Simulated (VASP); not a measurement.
# Cu (Fm-3m) in VASP: notebook, part 2 of 2

VASP 6.6.1. The steps go on from the part before.

## Step 3: Single point, PBE

INCAR

```
ALGO = Normal ; EDIFF = 1E-6
ENCUT = 600 ; GGA = PE
GGA_COMPAT = F ; ISIF = 2
ISMEAR = 1 ; LASPH = T
LCHARG = F ; LREAL = F
LWAVE = F ; NBANDS = 12
NELM = 120 ; PREC = Accurate
SIGMA = 0.05
```

KPOINTS

```
k-points
0
Gamma
  14 14 14
```

POSCAR

```
Cu
1.0
    0.0000000000      1.8075000000      1.8075000000
    1.8075000000      0.0000000000      1.8075000000
    1.8075000000      1.8075000000      0.0000000000
Cu
1
Direct
    0.0000000000      0.0000000000      0.0000000000
```

Potentials or basis: VASP PAW PBE potentials, release 64 (Cu).

On the command line:

```console
$ cat potpaw_PBE.64/Cu/POTCAR > POTCAR
$ mpirun -np 1 vasp_std > vasp.out
```

OUTCAR:

```text
EDIFF = 1E-6
   ENCUT = 600
   GGA = PE
   ISIF = 2
   ISMEAR = 1
   LASPH = T
   LREAL = F
   NELM = 120
   PREC = Accurate

 ion  position               nearest neighbor table
   1  0.000  0.000  0.000-

  LATTYP: Found a face centered cubic cell.
 ALAT       =     3.6150000000

  Lattice vectors:

 A1 = (   0.0000000000,   1.8075000000,   1.8075000000)
 A2 = (   1.8075000000,   0.0000000000,   1.8075000000)
 A3 = (   1.8075000000,   1.8075000000,   0.0000000000)

Analysis of symmetry for initial positions (statically):
=====================================================================
 Subroutine PRICEL returns:
 Original cell was already a primitive cell.

 Routine SETGRP: Setting up the symmetry group for a
 face centered cubic supercell.

 Subroutine GETGRP returns: Found 48 space group operations
 (whereof 48 operations were pure point group operations)
 out of a pool of 48 trial point group operations.

The static configuration has the point symmetry O_h .

Analysis of symmetry for dynamics (positions and initial velocities):
=====================================================================
 Subroutine PRICEL returns:
 Original cell was already a primitive cell.

 Routine SETGRP: Setting up the symmetry group for a
 face centered cubic supercell.

 Subroutine GETGRP returns: Found 48 space group operations
 (whereof 48 operations were pure point group operations)
 out of a pool of 48 trial point group operations.

The dynamic configuration has the point symmetry O_h .

 Subroutine INISYM returns: Found 48 space group operations
 (whereof 48 operations are pure point group operations),
 and found     1 'primitive' translations

----------------------------------------------------------------------------------------

                                     Primitive cell

  volume of cell :      11.8104

  direct lattice vectors                    reciprocal lattice vectors
     0.000000000  1.807500000  1.807500000    -0.276625173  0.276625173  0.276625173
     1.807500000  0.000000000  1.807500000     0.276625173 -0.276625173  0.276625173
     1.807500000  1.807500000  0.000000000     0.276625173  0.276625173 -0.276625173

  length of vectors
     2.556191014  2.556191014  2.556191014     0.479128854  0.479128854  0.479128854

  position of ions in fractional coordinates (direct lattice)
     0.000000000  0.000000000  0.000000000

  ion indices of the primitive-cell ions
   primitive index   ion index
                 1           1

----------------------------------------------------------------------------------------

 KPOINTS: k-points

Automatic generation of k-mesh.
 Grid dimensions read from file:
 generate k-points for:   14   14   14

 Generating k-lattice:

  Cartesian coordinates                     Fractional coordinates (reciprocal lattice)
    -0.019758941  0.019758941  0.019758941     0.071428571  0.000000000  0.000000000
     0.019758941 -0.019758941  0.019758941     0.000000000  0.071428571  0.000000000
     0.019758941  0.019758941 -0.019758941     0.000000000  0.000000000  0.071428571

  Length of vectors
     0.034223490  0.034223490  0.034223490

  Shift w.r.t. Gamma in fractional coordinates (k-lattice)
     0.000000000  0.000000000  0.000000000

 Subroutine IBZKPT returns following result:
 ===========================================

 Found    104 irreducible k-points:

 Following reciprocal coordinates:
            Coordinates               Weight
  0.000000  0.000000  0.000000      1.000000
  0.071429  0.000000  0.000000      8.000000
  0.142857  0.000000  0.000000      8.000000
  0.214286  0.000000  0.000000      8.000000
  0.285714  0.000000  0.000000      8.000000
  0.357143  0.000000  0.000000      8.000000
[... 16 lines left out ...]
  0.214286  0.142857  0.000000     24.000000
  0.285714  0.142857  0.000000     24.000000
 [... further k-points ...]
   k-points           NKPTS =    104   k-points in BZ     NKDIM =    104   number of bands    NBANDS=     12
   number of dos      NEDOS =    301   number of ions     NIONS =      1
   total plane-waves  NPLWV =   8000
   dimension x,y,z NGX =    20 NGY =   20 NGZ =   20
   dimension x,y,z NGXF=    40 NGYF=   40 NGZF=   40
   ions per type =               1
   NGX,Y,Z   is equivalent  to a cutoff of  13.01, 13.01, 13.01 a.u.
   NGXF,Y,Z  is equivalent  to a cutoff of  26.01, 26.01, 26.01 a.u.
 SYSTEM =  unknown system
   PREC   = accura    normal or accurate (medium, high low for compatibility)
   ISTART =      0    job   : 0-new  1-cont  2-samecut
   ICHARG =      2    charge: 1-file 2-atom 10-const
   ISPIN  =      1    spin polarized calculation?
   LNONCOLLINEAR =      F non collinear calculations
   LSORBIT =      F    spin-orbit coupling
   LASPH  =      T    aspherical Exc in radial PAW
   ENCUT  =  600.0 eV  44.10 Ry    6.64 a.u.   5.11  5.11  5.11*2*pi/ulx,y,z
   NELM   =    120;   NELMIN=  2; NELMDL= -5     # of ELM steps
   EDIFF  = 0.1E-05   stopping-criterion for ELM
   LREAL  =      F    real-space projection
   EDIFFG = 0.1E-04   stopping-criterion for IOM
   NSW    =      0    number of steps for IOM
   IBRION =     -1    ionic relax: 0-MD 1-quasi-New 2-CG
   NFREE  =      0    steps in history (QN), initial steepest desc. (CG)
   ISIF   =      2    stress and relaxation
   ISYM   =      2    0-nonsym 1-usesym 2-fastsym
   POTIM  = 0.5000    time-step for ionic-motion
   TEBEG  =    0.0;   TEEND  =   0.0 temperature during run
   PSTRESS=    0.0 pullay stress
   NELECT =      11.0000    total number of electrons
   NUPDOWN=      -1.0000    fix difference up-down
   EMIN   =  10.00;   EMAX   =-10.00  energy-range for DOS
   EFERMI =   0.00;   METHOD = LEGACY
   ISMEAR =     1;   SIGMA  =   0.05  broadening in eV -4-tet -1-fermi 0-gaus
   EFERMI_NEDOS =   21; number of points for ismear=-14 and -15
   IALGO  =     38    algorithm
   IMIX   =      4    mixing-type and parameters
     AMIX     =   0.40;   BMIX     =  1.00
     AMIX_MAG =   1.60;   BMIX_MAG =  1.00
  volume/ion in A,a.u.               =      11.81        79.70
  Fermi-wavevector in a.u.,A,eV,Ry     =   1.598763  3.021224 34.777078  2.556043
  Thomas-Fermi vector in A             =   2.696162
   LORBIT       =      0    0 simple, 1 ext, 2 COOP (PROOUT), +10 PAW based schemes
   GGA     = PE    functional components
   LHFCALC =     F    Hartree Fock is set to
   AEXX    =    0.0000 exact exchange contribution
   IVDW    =     0    specifies the selected vdW correction
   LEPSILON=     F    determine dielectric tensor
   LRPA    =     F    only Hartree local field effects (RPA)
 non-spin polarized calculation
 Methfessel and Paxton  Order N= 1 SIGMA  =   0.05
  energy-cutoff  :      600.00
  volume of cell :       11.81
 maximum number of plane-waves:       411
   NGX = 11   NGY = 11   NGZ = 11

 number of electron      11.0000001 magnetization

 Free energy of the ion-electron system (eV)
  ---------------------------------------------------
  ext. energy  EPLUGINS =         0.00000000
  ---------------------------------------------------
  free energy    TOTEN  =        -3.72671575 eV

  energy without entropy =       -3.72668147  energy(sigma->0) =       -3.72670432

 E-fermi :   7.5696     XC(G=0): -12.7256

 val. band max:        7.4609904112   @ k =   0.5000   0.2857   0.1429
 cond. band min:       7.5969965280   @ k =   0.5000   0.2143   0.0714
 fundamental gap:      0.1360061169
 Fermi energy:         7.5696466827

 k-point     1 :       0.0000    0.0000    0.0000
  band No.  band energies     occupation
      1      -1.7656      2.00000
      2       4.5614      2.00000
      3       4.5614      2.00000
      4       4.5614      2.00000
      5       5.3837      2.00000
      6       5.3837      2.00000
      7      30.1794      0.00000
      8      32.8242      0.00000
      9      32.8242      0.00000
     10      32.8242      0.00000
     11      35.3164      0.00000
     12      35.3164      0.00000

 k-point     2 :       0.0714    0.0000    0.0000
  band No.  band energies     occupation
      1      -1.5799      2.00000
      2       4.5224      2.00000
      3       4.5961      2.00000
      4       4.5961      2.00000
      5       5.3703      2.00000
      6       5.3703      2.00000
      7      28.9747      0.00000
      8      31.1810      0.00000
      9      32.2749      0.00000
     10      32.2749      0.00000
     11      36.1259      0.00000
     12      36.1259      0.00000
[... 316 lines left out ...]
 k-point    24 :       0.2857    0.1429    0.0000
  band No.  band energies     occupation
      1       0.7547      2.00000
      2       4.0470      2.00000
      3       4.7109      2.00000
      4       4.9371      2.00000
      5       5.4091      2.00000
      6       5.6613      2.00000
      7      21.1122      0.00000
      8      26.3214      0.00000
      9      27.7132      0.00000
     10      29.5038      0.00000
     11      34.0184      0.00000
     12      38.8277      0.00000

 [... further k-points ...]
[... 5 lines left out ...]
  --------------------------------------------------------------------------------------
  -------------------------------------------------------------------------------------
  Total        0.1786890      0.1786890      0.1786890      0.0000000      0.0000000     -0.0000000
  in kB       24.2406117     24.2406117     24.2406117      0.0000000      0.0000000     -0.0000000
  external PRESSURE =      24.2406117 kB  Pullay stress =       0.0000000 kB

 VOLUME and BASIS-vectors are now :
 -----------------------------------------------------------------------------
  energy-cutoff  :      600.00
  volume of cell :       11.81
      direct lattice vectors                 reciprocal lattice vectors
     0.000000000  1.807500000  1.807500000    -0.276625173  0.276625173  0.276625173
     1.807500000  0.000000000  1.807500000     0.276625173 -0.276625173  0.276625173
     1.807500000  1.807500000  0.000000000     0.276625173  0.276625173 -0.276625173

 POSITION                                       TOTAL-FORCE (eV/Angst)
 -----------------------------------------------------------------------------------
      0.00000      0.00000      0.00000        -0.000000     -0.000000      0.000000
 -----------------------------------------------------------------------------------
    total drift:                                0.000000      0.000000      0.000000

  FREE ENERGIE OF THE ION-ELECTRON SYSTEM (eV)
  ---------------------------------------------------
  free  energy   TOTEN  =        -3.7267157456 eV

  energy  without entropy=       -3.7266814680  energy(sigma->0) =       -3.72670432
```

stdout:

```text
POSCAR found type information on POSCAR Cu
 POSCAR found :  1 types and       1 ions
 scaLAPACK will be used
 LDA part: xc-table for (Slater+PW92), standard interpolation
 POSCAR, INCAR and KPOINTS ok, starting setup
 FFT: planning ... GRIDC
 FFT: planning ... GRID_SOFT
 FFT: planning ... GRID
 WAVECAR not read
 entering main loop
```

It took 13 s on 1 thread of Intel Xeon Platinum 8259CL at 2.50GHz (Skylake/Cascade Lake), shared host; peak memory 0.13 GiB.

What came out:

- Free energy: -3.7267 eV
- Pressure: 2.4 GPa
- Band gap on the k mesh: zero (an odd number of electrons rules out a gap without spin polarisation)

## Step 4: Single point, r2SCAN

POSCAR is that of step 3.

INCAR.step1

```
SYSTEM = Cu
  PREC = Accurate
  ENCUT = 660
  ISMEAR = 1
  SIGMA = 0.05
  LREAL = .FALSE.
  LASPH = .TRUE.
  NELM = 120
  NBANDS = 12
  GGA = PE
  ALGO = Normal
  EDIFF = 1E-5
  LWAVE = .TRUE.
  LCHARG = .FALSE.
  GGA_COMPAT = .FALSE.
```

INCAR.step2

```
SYSTEM = Cu
  PREC = Accurate
  ENCUT = 660
  EDIFF = 1E-6
  ISMEAR = 1
  SIGMA = 0.05
  LREAL = .FALSE.
  LASPH = .TRUE.
  NELM = 120
  ALGO = Normal
  ISIF = 2
  LWAVE = .FALSE.
  LCHARG = .FALSE.
  METAGGA = R2SCAN
  LMIXTAU = .TRUE.
  NBANDS = 12
  ISTART = 1
  GGA_COMPAT = .FALSE.
```

KPOINTS

```
Automatic mesh
0
G
  14 14 14
  0 0 0
```

On the command line:

```console
$ cat potpaw_PBE.64/Cu/POTCAR > POTCAR
$ cp INCAR.step1 INCAR
$ mpirun -np 1 vasp_std > vasp.out
$ cp INCAR.step2 INCAR
$ mpirun -np 1 vasp_std > vasp.out
```

Run time: 66 s. Hardware: 1 thread of Intel Xeon Platinum 8259CL at 2.50GHz (Skylake/Cascade Lake), shared host; peak memory 0.15 GiB.

Results (log left out):

```yaml
Free_energy: -10.8233 eV
Pressure: -4.3 GPa
Band_gap_on_the_k_mesh: zero (an odd number of electrons rules out a gap without spin polarisation)
```

Levels at points of the mesh, in eV from the Fermi level:
| k point | band 3 | band 4 | band 5 | band 6 | band 7 | band 8 | band 9 | band 10 |
| --- | --- | --- | --- | --- | --- | --- | --- | --- |
| (0.00, 0.00, 0.00) | -3.11 | -3.11 | -2.29 | -2.29 | 23.40 | 26.44 | 26.44 | 26.44 |
| (0.50, 0.00, 0.00) | -3.16 | -1.71 | -1.71 | -1.02 | 4.00 | 21.91 | 23.16 | 23.16 |
| (0.50, 0.50, 0.00) | -1.74 | -1.55 | -1.55 | 1.61 | 7.46 | 13.79 | 13.79 | 18.14 |

Caveat: the cell stands under tension; the PAW data sets were made with another functional, which shifts forces and pressure a little.

## Step 5: The runs side by side

```tsv
level	cutoff (eV)	gap on the mesh (eV)	pressure (GPa)
BLYP	600	none	10.6
PBE	600	none	2.4
r2SCAN	660	none	-4.3
```

Alike in all rows: task single point; potentials or basis VASP PAW PBE potentials, release 64 (Cu); no spin polarisation; cell as given; k mesh 14 × 14 × 14; smearing methfessel-paxton 0.05 eV.

The pressure there spans -4.3 GPa (r2SCAN) to 10.6 GPa (BLYP); a positive pressure means that this level wants a larger cell, a negative one a smaller.

Caveats: the PAW data sets were made with another functional, which shifts forces and pressure a little (at least some runs); the cell stands under pressure (at least some runs); the cell stands under tension (at least some runs).

Absolute energies hang on the potentials; compare differences alone.
